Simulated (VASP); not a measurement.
Wanted: the native input for a VASP 6.6.1 run.

* Task: single point
* Functional: PBE
* Potentials or basis: VASP PAW PBE potentials, release 64 (Hg, Ru_pv, Pt)
* Cutoff: 520 eV
* k mesh: 8 × 8 × 8
* Occupations: gaussian, width 0.1 eV
* Spin: no spin polarisation
* Dipole correction: no
* Further INCAR settings: ALGO = Fast; EDIFF = 1e-07; NBANDS = 36

The structure of HgRuPt3 lies in POSCAR:

```
HgRuPt3
1.0
    4.8128825000      0.0000000000      0.0000000000
    0.0000000000      4.8128825000      0.0000000000
    0.0000000000      0.0000000000      4.8128825000
Hg Ru Pt
1 1 3
Direct
    0.0000000000      0.0000000000      0.0000000000
    0.5000000000      0.5000000000      0.5000000000
    0.0000000000      0.5000000000      0.5000000000
    0.5000000000      0.0000000000      0.5000000000
    0.5000000000      0.5000000000      0.0000000000
```

The input as run:

INCAR

```
PREC     = Accurate       # precision mode
ENCUT    = 520            # plane-wave cutoff, eV
EDIFF    = 1E-7           # SCF threshold, eV
ISMEAR   = 0              # smearing method
SIGMA    = 0.1            # smearing width, eV
LREAL    = False          # projectors in reciprocal space
LASPH    = True           # aspherical terms in the spheres
NELM     = 80             # most SCF steps
ALGO     = Fast           # electronic algorithm
ISIF     = 2              # what is computed and relaxed
LWAVE    = False          # write WAVECAR
LCHARG   = True           # write CHGCAR
GGA      = PE             # functional
LELF     = True           # ELF
LVHAR    = True         
NBANDS   = 36             # bands
```

KPOINTS

```
regular mesh
0
Gamma
  8 8 8
```

Potentials or basis: VASP PAW PBE potentials, release 64 (Hg, Ru_pv, Pt).

The run is started by

```console
$ cat potpaw_PBE.64/Hg/POTCAR potpaw_PBE.64/Ru_pv/POTCAR potpaw_PBE.64/Pt/POTCAR > POTCAR
$ mpirun -np 1 vasp_std > vasp.out
```

Results of the run:

```
Pressure               : 0.0 GPa
Band gap on the k mesh : zero (bands 28 and 29 overlap by 2.02 eV)
```

Caveat: spin-orbit coupling is left out, which moves the levels of the heavy elements.

Run time: 3.4 min on 1 thread of AMD EPYC 7R43 64-Core Processor (Zen 3) (shared host), peak memory 0.26 GiB.
